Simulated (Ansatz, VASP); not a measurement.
**Ca3As2: VASP beside Ansatz**

```
CELL_PARAMETERS angstrom
6.14679 0.00000 0.00000
-3.07339 5.32327 0.00000
0.00000 0.00000 7.70594
ATOMIC_POSITIONS crystal
Ca 0.50000 0.00000 0.00000
Ca 0.00000 0.50000 0.00000
Ca 0.50000 0.50000 0.00000
As 0.00000 0.00000 0.16348
As 0.00000 0.00000 0.83652
```

Alike in both runs: functional PBE; k mesh 6 × 6 × 2; occupations gaussian, width 0.1 eV; no spin polarisation.

Ansatz relaxed the structure, and its values are those at the end. VASP's run is a single point on that final structure, the one shown.

```csv
,VASP,Ansatz
version,VASP 6.6.1,Ansatz 0.2.0
potentials or method,"VASP PAW PBE potentials, release 64 (Ca_sv, As), cutoff 520 eV","scalar-relativistic, plane waves, PAW"
valence electrons in the cell,40,60
```

Ansatz gave:

* gap on the k mesh at the Fermi level (eV): none
* pressure (GPa): 0.1
* rms of the force components (eV/Å): 0.000

Which values does VASP return?

gap on the k mesh at the Fermi level (eV): none; pressure (GPa): 0.1; rms of the force components (eV/Å): 0.014.

A gap of «none» marks a metal or a gap that the smearing closes. VASP's potentials hold 40 valence electrons a cell and Ansatz's 60, so a difference there can come from the potentials and not from the codes.

The k mesh is coarse, so the values compare programs but aren't converged.
